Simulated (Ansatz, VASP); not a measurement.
## MgS in VASP and in Ansatz

```
S Mg
1.0
     0.00000    2.60165    2.60165
     2.60165    0.00000    2.60165
     2.60165    2.60165    0.00000
S Mg
1 1
Direct
  0.50000 0.50000 0.50000
  0.00000 0.00000 0.00000
```

Alike in both runs: functional PBEsol; k mesh 5 × 5 × 5; occupations fermi-dirac, width 0.05 eV; no spin polarisation.

|  | VASP | Ansatz |
| --- | --- | --- |
| version | VASP 6.6.1 | Ansatz 0.2.0 |
| potentials or method | VASP PAW PBE potentials, release 64 (S, Mg) | Ansatz PAW |
| plane-wave cutoff (eV) | 520 | 420 |
| valence electrons in the cell | 8 | 16 |
| task | single point | projected density of states |

VASP gave:

| Property | Result |
| --- | --- |
| gap on the k mesh at the Fermi level (eV) | 3.11 |
| least direct gap on the mesh (eV) | 3.59 |
| pressure (GPa) | -1.0 |

Question: What did Ansatz give for the same quantities?

Answer: gap on the k mesh at the Fermi level (eV): 3.11; least direct gap on the mesh (eV): 3.59; pressure (GPa): -0.8.

VASP's potentials were made for PBE, not for PBEsol. With one functional, cell and mesh, what is left measures potentials, basis and numerics. VASP's potentials hold 8 valence electrons a cell and Ansatz's 16, so a difference there can come from the potentials and not from the codes.

Noted on Ansatz's run: odd divisions of the mesh miss points on the zone boundary, where band edges often lie, so the gap on the mesh can be too wide.
